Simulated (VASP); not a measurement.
Write the native input for VASP 6.6.1 that does the following.

| Quantity | Value |
| --- | --- |
| Task | single point |
| Functional | PBE |
| Potentials or basis | VASP PAW PBE potentials, release 64 (Sr_sv, Si, Au) |
| Cutoff | 500 eV |
| k mesh | 4 × 4 × 4 |
| Occupations | gaussian, width 0.1 eV |
| Spin | no spin polarisation |
| Dipole correction | no |
| Further INCAR settings | ALGO = Normal; EDIFF = 1e-06; NBANDS = 22 |

The structure of SrSi2Au lies in POSCAR:

```
SrSi2Au
1.0
    4.3387136022      0.0000000000      0.0000000000
    0.0000000000      4.3387136022      0.0000000000
    0.0000000000      0.0000000000      4.4216813750
Sr Si Au
1 2 1
Direct
    0.0000000000      0.0000000000      0.0000000000
    0.0000000000      0.5000000000      0.5000000000
    0.5000000000      0.0000000000      0.5000000000
    0.5000000000      0.5000000000      0.0000000000
```

These files were run (other wordings do the same):

INCAR

```
PREC = Accurate
ENCUT = 500
EDIFF = 1E-6
ISMEAR = 0
SIGMA = 0.1
LREAL = F
LASPH = T
NELM = 120
ALGO = Normal
ISIF = 2
LWAVE = F
LCHARG = F
GGA = PE
NBANDS = 22
GGA_COMPAT = F
```

KPOINTS

```
regular mesh
0
Gamma
  4 4 4
```

Potentials or basis: VASP PAW PBE potentials, release 64 (Sr_sv, Si, Au).

Command:

```console
$ cat potpaw_PBE.64/Sr_sv/POTCAR potpaw_PBE.64/Si/POTCAR potpaw_PBE.64/Au/POTCAR > POTCAR
$ mpirun -np 1 vasp_std > vasp.out
```

It gave:

```json
{
 "Pressure": "0.4 GPa"
}
```

Caveat: the k points lie up to 0.36 Å⁻¹ apart.

Run time: 18 s on 1 thread of Intel(R) Xeon(R) Platinum 8259CL CPU @ 2.50GHz (Skylake/Cascade Lake) (shared host), peak memory 0.19 GiB.
